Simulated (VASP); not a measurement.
# Li7Sb (Amm2) in VASP: a series of runs, part 2 of 2

VASP 6.6.1. Earlier steps stand in the parts before.

### 4 Single point, PBE (17.12 Å³/atom)

This run uses another cell than the first one, of 17.12 Å³/atom.

INCAR reads:

```
ALGO = Fast
EDIFF = 1E-6
ENCUT = 520
GGA = PE
ISIF = 2
ISMEAR = 0
LASPH = T
LCHARG = F
LREAL = F
LWAVE = F
NBANDS = 23
NELM = 60
PREC = Accurate
SIGMA = 0.1
```

KPOINTS reads:

```
k-points
0
Gamma
  8 8 8
```

POSCAR reads:

```
Li7Sb
1.0
    4.4505487094      0.0000000000      0.0000000000
    0.0000000000      4.6410302004      3.3151611328
    0.0000000000     -4.6410302004      3.3151611328
Li Sb
7 1
Direct
    0.5000000000      0.0420621206      0.5413968100
    0.5000000000      0.5413968100      0.0420621206
    0.5000000000      0.5426764449      0.5426764449
    0.0000000000      0.2526174106      0.8301535467
    0.0000000000      0.3134365977      0.3134365977
    0.0000000000      0.7694675034      0.7694675034
    0.0000000000      0.8301535467      0.2526174106
    0.5000000000      0.0411486677      0.0411486677
```

Potentials or basis: VASP PAW PBE potentials, release 64 (Li_sv, Sb).

Command:

```bash
> cat potpaw_PBE.64/Li_sv/POTCAR potpaw_PBE.64/Sb/POTCAR > POTCAR
> mpirun -np 1 vasp_std > vasp.out
```

OUTCAR:

```text
EDIFF = 1E-6
   ENCUT = 520
   GGA = PE
   ISIF = 2
   ISMEAR = 0
   LASPH = T
   LREAL = F
   NELM = 60
   PREC = Accurate

 ion  position               nearest neighbor table
   1  0.500  0.042  0.541-   8 2.85   8 2.85
   2  0.500  0.541  0.042-   8 2.85   8 2.85
   3  0.500  0.543  0.543-
   4  0.000  0.253  0.830-   8 2.97   8 2.97
   5  0.000  0.313  0.313-   8 2.87   8 2.87
   6  0.000  0.769  0.769-   8 2.86   8 2.86
   7  0.000  0.830  0.253-   8 2.97   8 2.97
   8  0.500  0.041  0.041-   2 2.85   1 2.85   1 2.85   2 2.85   6 2.86   6 2.86   5 2.87   5 2.87
                             4 2.97   4 2.97   7 2.97   7 2.97

  LATTYP: Found a base centered orthorhombic cell.
 ALAT       =     6.6303222656
 B/A-ratio  =     1.3999410630
 C/A-ratio  =     0.6712416880

  Lattice vectors:

 A1 = (   0.0000000000,   4.6410302004,   3.3151611328)
 A2 = (   0.0000000000,  -4.6410302004,   3.3151611328)
 A3 = (   4.4505487094,   0.0000000000,   0.0000000000)

Analysis of symmetry for initial positions (statically):
=====================================================================
 Subroutine PRICEL returns:
 Original cell was already a primitive cell.

 Routine SETGRP: Setting up the symmetry group for a
 base centered orthorhombic supercell.

 Subroutine GETGRP returns: Found  4 space group operations
 (whereof  4 operations were pure point group operations)
 out of a pool of  8 trial point group operations.

The static configuration has the point symmetry C_2v.

Analysis of symmetry for dynamics (positions and initial velocities):
=====================================================================
 Subroutine PRICEL returns:
 Original cell was already a primitive cell.

 Routine SETGRP: Setting up the symmetry group for a
 base centered orthorhombic supercell.

 Subroutine GETGRP returns: Found  4 space group operations
 (whereof  4 operations were pure point group operations)
 out of a pool of  8 trial point group operations.

The dynamic configuration has the point symmetry C_2v.

 Subroutine INISYM returns: Found  4 space group operations
 (whereof  4 operations are pure point group operations),
 and found     1 'primitive' translations

----------------------------------------------------------------------------------------

                                     Primitive cell

  volume of cell :     136.9502

  direct lattice vectors                    reciprocal lattice vectors
     4.450548709  0.000000000  0.000000000     0.224691395  0.000000000  0.000000000
     0.000000000  4.641030200  3.315161133     0.000000000  0.107734701  0.150822232
     0.000000000 -4.641030200  3.315161133     0.000000000 -0.107734701  0.150822232

  length of vectors
     4.450548709  5.703459885  5.703459885     0.224691395  0.185348621  0.185348621

  position of ions in fractional coordinates (direct lattice)
     0.500000000  0.042062121  0.541396810
     0.500000000  0.541396810  0.042062121
     0.500000000  0.542676445  0.542676445
     0.000000000  0.252617411  0.830153547
     0.000000000  0.313436598  0.313436598
     0.000000000  0.769467503  0.769467503
     0.000000000  0.830153547  0.252617411
     0.500000000  0.041148668  0.041148668
[... 45 lines left out ...]
  0.000000  0.125000  0.000000      4.000000
[... 16 lines left out ...]
  0.250000  0.500000  0.000000      4.000000
  0.375000  0.500000  0.000000      4.000000
 [... further k-points ...]
   k-points           NKPTS =    105   k-points in BZ     NKDIM =    105   number of bands    NBANDS=     23
   number of dos      NEDOS =    301   number of ions     NIONS =      8
   total plane-waves  NPLWV =  63504
   dimension x,y,z NGX =    36 NGY =   42 NGZ =   42
   dimension x,y,z NGXF=    72 NGYF=   84 NGZF=   84
   ions per type =               7   1
   NGX,Y,Z   is equivalent  to a cutoff of  13.45, 12.24, 12.24 a.u.
   NGXF,Y,Z  is equivalent  to a cutoff of  26.89, 24.48, 24.48 a.u.
 SYSTEM =  unknown system
   PREC   = accura    normal or accurate (medium, high low for compatibility)
   ISTART =      0    job   : 0-new  1-cont  2-samecut
   ICHARG =      2    charge: 1-file 2-atom 10-const
   ISPIN  =      1    spin polarized calculation?
   LNONCOLLINEAR =      F non collinear calculations
   LSORBIT =      F    spin-orbit coupling
   LASPH  =      T    aspherical Exc in radial PAW
   ENCUT  =  520.0 eV  38.22 Ry    6.18 a.u.   8.28 10.60 10.60*2*pi/ulx,y,z
   NELM   =     60;   NELMIN=  2; NELMDL= -5     # of ELM steps
   EDIFF  = 0.1E-05   stopping-criterion for ELM
   LREAL  =      F    real-space projection
   EDIFFG = 0.1E-04   stopping-criterion for IOM
   NSW    =      0    number of steps for IOM
   IBRION =     -1    ionic relax: 0-MD 1-quasi-New 2-CG
   NFREE  =      0    steps in history (QN), initial steepest desc. (CG)
   ISIF   =      2    stress and relaxation
   ISYM   =      2    0-nonsym 1-usesym 2-fastsym
   POTIM  = 0.5000    time-step for ionic-motion
   TEBEG  =    0.0;   TEEND  =   0.0 temperature during run
   PSTRESS=    0.0 pullay stress
   NELECT =      26.0000    total number of electrons
   NUPDOWN=      -1.0000    fix difference up-down
   EMIN   =  10.00;   EMAX   =-10.00  energy-range for DOS
   EFERMI =   0.00;   METHOD = LEGACY
   ISMEAR =     0;   SIGMA  =   0.10  broadening in eV -4-tet -1-fermi 0-gaus
   EFERMI_NEDOS =   21; number of points for ismear=-14 and -15
   IALGO  =     68    algorithm
   IMIX   =      4    mixing-type and parameters
     AMIX     =   0.40;   BMIX     =  1.00
     AMIX_MAG =   1.60;   BMIX_MAG =  1.00
  volume/ion in A,a.u.               =      17.12       115.52
  Fermi-wavevector in a.u.,A,eV,Ry     =   0.940903  1.778050 12.045230  0.885299
  Thomas-Fermi vector in A             =   2.068361
   LORBIT       =      0    0 simple, 1 ext, 2 COOP (PROOUT), +10 PAW based schemes
   GGA     = PE    functional components
   LHFCALC =     F    Hartree Fock is set to
   AEXX    =    0.0000 exact exchange contribution
   IVDW    =     0    specifies the selected vdW correction
   LEPSILON=     F    determine dielectric tensor
   LRPA    =     F    only Hartree local field effects (RPA)
 non-spin polarized calculation
 RMM-DIIS sequential band-by-band and
 Gauss-broadening in eV      SIGMA  =   0.10
  energy-cutoff  :      520.00
  volume of cell :      136.95
 maximum number of plane-waves:      3717
 NGX is ok and might be reduce to    36
   NGX = 17   NGY = 21   NGZ = 21

 number of electron      26.0000006 magnetization

 Free energy of the ion-electron system (eV)
  ---------------------------------------------------
  ext. energy  EPLUGINS =         0.00000000
  ---------------------------------------------------
  free energy    TOTEN  =       -19.67830518 eV

  energy without entropy =      -19.66849271  energy(sigma->0) =      -19.67339895

 E-fermi :   2.8361     XC(G=0):  -8.1358

 val. band max:        2.8314026991   @ k =   0.3750   0.5000   0.5000
 cond. band min:       2.8416956580   @ k =   0.5000   0.3750   0.3750
 fundamental gap:      0.0102929589
 Fermi energy:         2.8360678892

 k-point     1 :       0.0000    0.0000    0.0000
  band No.  band energies     occupation
      1     -43.9368      2.00000
      2     -43.6131      2.00000
      3     -43.6088      2.00000
      4     -43.4793      2.00000
      5     -43.4705      2.00000
      6     -43.4471      2.00000
[... 613 lines left out ...]
     22       9.1482      0.00000
     23       9.4944      0.00000

 [... further k-points ...]

------------------------ aborting loop because EDIFF is reached ----------------------------------------

  FORCE on cell =-STRESS in cart. coord.  units (eV):
  Direction    XX          YY          ZZ          XY          YZ          ZX
  --------------------------------------------------------------------------------------
  -------------------------------------------------------------------------------------
  Total        1.2205885      1.2200107      1.1813650      0.0000000      0.0000000      0.0000000
  in kB       14.2796406     14.2728804     13.8207657      0.0000000      0.0000000      0.0000000
  external PRESSURE =      14.1244289 kB  Pullay stress =       0.0000000 kB

 VOLUME and BASIS-vectors are now :
 -----------------------------------------------------------------------------
  energy-cutoff  :      520.00
  volume of cell :      136.95
      direct lattice vectors                 reciprocal lattice vectors
     4.450548709  0.000000000  0.000000000     0.224691395  0.000000000  0.000000000
     0.000000000  4.641030200  3.315161133     0.000000000  0.107734701  0.150822232
     0.000000000 -4.641030200  3.315161133     0.000000000 -0.107734701  0.150822232

 POSITION                                       TOTAL-FORCE (eV/Angst)
 -----------------------------------------------------------------------------------
      2.22527     -2.31743      1.93426         0.000000      0.000042     -0.000234
      2.22527      2.31743      1.93426         0.000000     -0.000042     -0.000234
      2.22527      0.00000      3.59812         0.000000     -0.000000     -0.002186
      0.00000     -2.68036      3.58956         0.000000     -0.001453      0.000413
      0.00000      0.00000      2.07819         0.000000     -0.000000     -0.001536
      0.00000      0.00000      5.10182         0.000000     -0.000000      0.003077
      0.00000      2.68036      3.58956         0.000000      0.001453      0.000413
      2.22527      0.00000      0.27283         0.000000     -0.000000      0.000287
 -----------------------------------------------------------------------------------
    total drift:                                0.000000     -0.000001      0.000108

  FREE ENERGIE OF THE ION-ELECTRON SYSTEM (eV)
  ---------------------------------------------------
  free  energy   TOTEN  =       -19.6783051822 eV

  energy  without entropy=      -19.6684927098  energy(sigma->0) =      -19.67339895
```

Wall time 3.6 min (1 thread of Intel Xeon 6975P-C (Granite Rapids), shared host); peak memory 0.42 GiB.

What came out:

```
Free energy            : -19.6783 eV
Largest force          : 0.003 eV/Å
Band gap on the k mesh : zero (bands 13 and 14 overlap by 1.49 eV)
```

Forces on the atoms (eV/Å):
```
Li   0.000  0.000  0.000
Li   0.000  0.000  0.000
Li   0.000  0.000 -0.002
Li   0.000 -0.001  0.000
Li   0.000  0.000 -0.002
Li   0.000  0.000  0.003
Li   0.000  0.001  0.000
Sb   0.000  0.000  0.000
```

Levels at points of the mesh, in eV from the Fermi level:
```tsv
k point	band 9	band 10	band 11	band 12	band 13	band 14	band 15	band 16	band 17	band 18
(0.00, 0.00, 0.00)	-2.77	-2.70	-2.19	-1.72	-0.27	-0.22	1.75	3.10	3.19	4.66
(0.50, 0.00, 0.00)	-4.01	-2.59	-2.45	-0.96	-0.21	0.11	1.06	1.84	2.77	3.17
(0.00, 0.50, 0.00)	-3.88	-2.70	-1.42	-1.36	0.23	1.46	1.53	2.20	2.34	3.68
(0.50, 0.50, 0.00)	-3.75	-3.18	-2.38	-1.60	-0.09	0.22	1.04	2.27	2.34	3.35
(0.00, 0.50, 0.50)	-3.76	-3.13	-1.87	-1.21	1.07	1.91	2.28	2.30	2.76	3.15
(0.50, 0.50, 0.50)	-3.59	-3.01	-2.63	-1.32	-0.63	-0.36	-0.27	2.93	4.09	4.31
```

Caveat: the cutoff is under 1.25 times the usual one of these potentials, so pressure, stress and relaxed cells hold a basis-set (Pulay) error; spin-orbit coupling is left out, which moves the levels of the heavy elements.

### 5 Single point, PBE (17.67 Å³/atom)

This run uses another cell than the first one, of 17.67 Å³/atom.

INCAR reads:

```
SYSTEM = Li7Sb
PREC     = Accurate       ! precision mode
ENCUT    = 520            ! plane-wave cutoff, eV
EDIFF    = 1E-6           ! SCF threshold, eV
ISMEAR   = 0              ! smearing method
SIGMA    = 0.1            ! smearing width, eV
LREAL    = .False.        ! projectors in reciprocal space
LASPH    = .True.         ! aspherical terms in the spheres
NELM     = 100            ! most SCF steps
ALGO     = Fast           ! electronic algorithm
ISIF     = 2              ! what is computed and relaxed
LWAVE    = .False.        ! write WAVECAR
LCHARG   = .False.        ! write CHGCAR
GGA      = PE             ! functional
NBANDS   = 23             ! bands
```

KPOINTS reads:

```
Automatic mesh
0
Gamma
  8 8 8
  0 0 0
```

POSCAR reads:

```
Li7Sb
1.0
    4.4868512537      0.0000000000      0.0000000000
    0.0000000000      4.6847598449      3.3616111150
    0.0000000000     -4.6847598449      3.3616111150
Li Sb
7 1
Direct
    0.5000000000      0.0422363493      0.5412358523
    0.5000000000      0.5412358523      0.0422363493
    0.5000000000      0.5432303840      0.5432303840
    0.0000000000      0.2522722583      0.8303024529
    0.0000000000      0.3123268863      0.3123268863
    0.0000000000      0.7704850092      0.7704850092
    0.0000000000      0.8303024529      0.2522722583
    0.5000000000      0.0408699093      0.0408699093
```

Command:

```bash
> cat potpaw_PBE.64/Li_sv/POTCAR potpaw_PBE.64/Sb/POTCAR > POTCAR
> mpirun -np 1 vasp_std > vasp.out
```

Wall time 5.1 min (1 thread of Intel Xeon 6975P-C (Granite Rapids), shared host); peak memory 0.45 GiB.

The run converged. Its results:

```
Free energy            : -19.7090 eV
Band gap on the k mesh : zero (bands 13 and 14 overlap by 1.44 eV)
```

Forces on the atoms (eV/Å):
```
Li   0.000  0.000  0.000
Li   0.000  0.000  0.000
Li   0.000  0.000 -0.003
Li   0.000 -0.001  0.000
Li   0.000  0.000 -0.001
Li   0.000  0.000  0.002
Li   0.000  0.001  0.000
Sb   0.000  0.000  0.000
```

Levels at points of the mesh, in eV from the Fermi level:
```
           k point  band 9  band 10  band 11  band 12  band 13  band 14  band 15  band 16  band 17  band 18
(0.00, 0.00, 0.00)   -2.71    -2.64    -2.19    -1.67    -0.28    -0.19     1.70     3.03     3.13     4.50
(0.50, 0.00, 0.00)   -3.94    -2.52    -2.40    -0.94    -0.26     0.13     1.07     1.85     2.70     3.08
(0.00, 0.50, 0.00)   -3.81    -2.64    -1.39    -1.33     0.19     1.38     1.56     2.17     2.29     3.57
(0.50, 0.50, 0.00)   -3.68    -3.11    -2.32    -1.57    -0.07     0.23     1.04     2.18     2.26     3.28
(0.00, 0.50, 0.50)   -3.69    -3.08    -1.85    -1.18     1.04     1.93     2.24     2.25     2.72     3.13
(0.50, 0.50, 0.50)   -3.52    -2.95    -2.57    -1.28    -0.61    -0.36    -0.26     2.85     3.95     4.26
```

Caveat: the cutoff is under 1.25 times the usual one of these potentials, so pressure, stress and relaxed cells hold a basis-set (Pulay) error; spin-orbit coupling is left out, which moves the levels of the heavy elements.

### 6 Single point, PBE

This run uses another cell than the first one, of 18.27 Å³/atom.

INCAR reads:

```
SYSTEM = Li7Sb
ALGO     = Fast           ! electronic algorithm
EDIFF    = 1E-6           ! SCF threshold, eV
ENCUT    = 520            ! plane-wave cutoff, eV
GGA      = PE             ! functional
ISIF     = 2              ! what is computed and relaxed
ISMEAR   = -1             ! smearing method
LASPH    = .True.         ! aspherical terms in the spheres
LCHARG   = .False.        ! write CHGCAR
LREAL    = .False.        ! projectors in reciprocal space
LWAVE    = .False.        ! write WAVECAR
NBANDS   = 23             ! bands
NELM     = 80             ! most SCF steps
PREC     = Accurate       ! precision mode
SIGMA    = 0.15           ! smearing width, eV
```

KPOINTS reads:

```
k-points
0
Gamma
  8 8 8
  0 0 0
```

POSCAR reads:

```
Li7Sb
1.0
    4.5211293313      0.0000000000      0.0000000000
    0.0000000000      4.7021017502      3.4378131873
    0.0000000000     -4.7021017502      3.4378131873
Li Sb
7 1
Direct
    0.5000000000      0.0418540350      0.5414469401
    0.5000000000      0.5414469401      0.0418540350
    0.5000000000      0.5422242854      0.5422242854
    0.0000000000      0.2538521275      0.8291561234
    0.0000000000      0.3098347820      0.3098347820
    0.0000000000      0.7732880522      0.7732880522
    0.0000000000      0.8291561234      0.2538521275
    0.5000000000      0.0413027559      0.0413027559
```

Potentials or basis: VASP PAW PBE potentials, release 64 (Li_sv, Sb).

Command:

```bash
> cat potpaw_PBE.64/Li_sv/POTCAR potpaw_PBE.64/Sb/POTCAR > POTCAR
> mpirun -np 1 vasp_std > vasp.out
```

Wall time 5 min (1 thread of Intel Xeon 6975P-C (Granite Rapids), shared host); peak memory 0.46 GiB.

Results (log left out):

- Free energy: -19.7949 eV
- Band gap on the k mesh: zero (bands 13 and 14 overlap by 1.43 eV)

Levels at points of the mesh, in eV from the Fermi level:
```tsv
k point	band 11	band 12	band 13	band 14	band 15	band 16
(0.00, 0.00, 0.00)	-2.23	-1.63	-0.33	-0.16	1.64	3.00
(0.50, 0.00, 0.00)	-2.36	-0.96	-0.34	0.09	1.09	1.88
(0.00, 0.50, 0.00)	-1.38	-1.31	0.09	1.21	1.56	2.12
(0.50, 0.50, 0.00)	-2.28	-1.57	-0.06	0.22	1.00	2.00
(0.00, 0.50, 0.50)	-1.87	-1.16	0.99	1.95	2.16	2.19
(0.50, 0.50, 0.50)	-2.54	-1.26	-0.64	-0.39	-0.32	2.76
```

Caveat: the cutoff is under 1.25 times the usual one of these potentials, so pressure, stress and relaxed cells hold a basis-set (Pulay) error; spin-orbit coupling is left out, which moves the levels of the heavy elements.

### 7 The runs side by side

```csv
cell,smearing,further INCAR settings,gap on the mesh (eV)
"a = 4.372, b = 5.575, c = 5.575 Å, angles 109.4, 90.0, 90.0°, 8 atoms, atomic positions A",gaussian 0.1 eV,ALGO = Fast; EDIFF = 1e-06; NBANDS = 23,none
"a = 4.412, b = 5.640, c = 5.640 Å, angles 109.1, 90.0, 90.0°, 8 atoms, atomic positions B",gaussian 0.1 eV,ALGO = Fast; EDIFF = 1e-07; NBANDS = 23,none
"a = 4.451, b = 5.703, c = 5.703 Å, angles 108.9, 90.0, 90.0°, 8 atoms, atomic positions C",gaussian 0.1 eV,ALGO = Fast; EDIFF = 1e-06; NBANDS = 23,none
"a = 4.487, b = 5.766, c = 5.766 Å, angles 108.7, 90.0, 90.0°, 8 atoms, atomic positions D",gaussian 0.1 eV,ALGO = Fast; EDIFF = 1e-06; NBANDS = 23,none
"a = 4.521, b = 5.825, c = 5.825 Å, angles 107.7, 90.0, 90.0°, 8 atoms, atomic positions E",fermi-dirac 0.15 eV,ALGO = Fast; EDIFF = 1e-06; NBANDS = 23,none
```

Alike in all rows: task single point; level PBE; potentials or basis VASP PAW PBE potentials, release 64 (Li_sv, Sb); no spin polarisation; k mesh 8 × 8 × 8; cutoff (eV) 520.

Caveats: the cutoff is under 1.25 times the usual one of these potentials, so pressure, stress and relaxed cells hold a basis-set (Pulay) error; spin-orbit coupling is left out, which moves the levels of the heavy elements.

Total energies depend on the potentials used, so only differences within one code and one set of settings carry meaning.
